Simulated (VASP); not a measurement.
**VO2: relaxation of shape and atoms at fixed volume with PBE**

Crystal: VO2.

```
V O
1.0
     4.64528    0.00000    0.00000
     0.00000    4.64528    0.00000
     0.00000    0.00000    2.79332
V O
2 4
Direct
  0.00000 0.00000 0.00000
  0.50000 0.50000 0.50000
  0.29855 0.29855 0.00000
  0.20145 0.79855 0.50000
  0.70145 0.70145 0.00000
  0.79855 0.20145 0.50000
```

```json
{
  "Program": "VASP 6.6.1",
  "Task": "relaxation of shape and atoms at fixed volume",
  "Functional": "PBE",
  "Potentials or basis": "VASP PAW PBE potentials, release 64 (V_sv, O)",
  "Cutoff": "600 eV",
  "k mesh": "6 × 6 × 10",
  "Occupations": "gaussian, width 0.05 eV",
  "Spin": "no spin polarisation",
  "Dipole correction": "no",
  "Further INCAR settings": "ALGO = Normal; EDIFF = 1e-07; IBRION = 2; EDIFFG = -0.01; NSW = 60; ISIF = 4"
}
```

```
Energy gained by relaxing : 0.1 meV/atom
Ionic steps               : 3
Pressure after relaxing   : -3.8 GPa
Band gap on the k mesh    : zero (bands 25 and 26 overlap by 1.34 eV)
```

Forces on the atoms (eV/Å):
```
V    0.000  0.000  0.000
V    0.000  0.000  0.000
O    0.002  0.002  0.000
O   -0.002  0.002  0.000
O   -0.002 -0.002  0.000
O    0.002 -0.002  0.000
```

Stress tensor (GPa, compression positive):
```
-3.85  0.00  0.00
 0.00 -3.85  0.00
 0.00  0.00 -3.64
```

Step by step:
```csv
step,energy change (eV),largest force (eV/Å),pressure (GPa),volume (Å³)
1,0.0000,0.0762,-4.08,60.28
2,-0.0007,0.0185,-3.85,60.28
3,-0.0007,0.0023,-3.78,60.28
```

Final structure:
```
V O
1.0
     4.64691    0.00000    0.00000
     0.00000    4.64691    0.00000
     0.00000    0.00000    2.79136
V O
2 4
Direct
  0.00000 0.00000 0.00000
  0.50000 0.50000 0.50000
  0.29925 0.29925 0.00000
  0.20075 0.79925 0.50000
  0.70075 0.70075 0.00000
  0.79925 0.20075 0.50000
```

Levels at points of the mesh, in eV from the Fermi level:
| k point | band 22 | band 23 | band 24 | band 25 | band 26 | band 27 | band 28 | band 29 |
| --- | --- | --- | --- | --- | --- | --- | --- | --- |
| (0.00, 0.00, 0.00) | -2.19 | -2.16 | -1.77 | -0.67 | -0.66 | 0.07 | 0.07 | 0.17 |
| (0.50, 0.00, 0.00) | -3.09 | -2.43 | -2.43 | -0.06 | -0.06 | 0.58 | 0.58 | 1.28 |
| (0.50, 0.50, 0.00) | -3.01 | -2.74 | -2.74 | -0.72 | -0.72 | 0.09 | 0.09 | 1.61 |
| (0.00, 0.00, 0.50) | -3.96 | -3.31 | -3.31 | 0.62 | 0.62 | 1.10 | 1.10 | 1.10 |
| (0.50, 0.00, 0.50) | -3.87 | -2.72 | -2.72 | -0.50 | -0.50 | 1.05 | 1.05 | 1.41 |
| (0.50, 0.50, 0.50) | -3.02 | -2.48 | -2.48 | 0.32 | 0.32 | 0.60 | 0.60 | 1.10 |

Wall time 3.5 min on 1 thread of Oxide Virtual Turin-like Processor (shared host), peak memory 0.22 GiB.

Caveat: the run has no spin polarisation, though such a crystal can be magnetic; semilocal functionals often make such compounds metallic where correlation or magnetic order opens a gap, which also shifts bond lengths. With open d or f shells a metallic result of PBE can be an artefact of self-interaction; +U or a hybrid may open a gap.
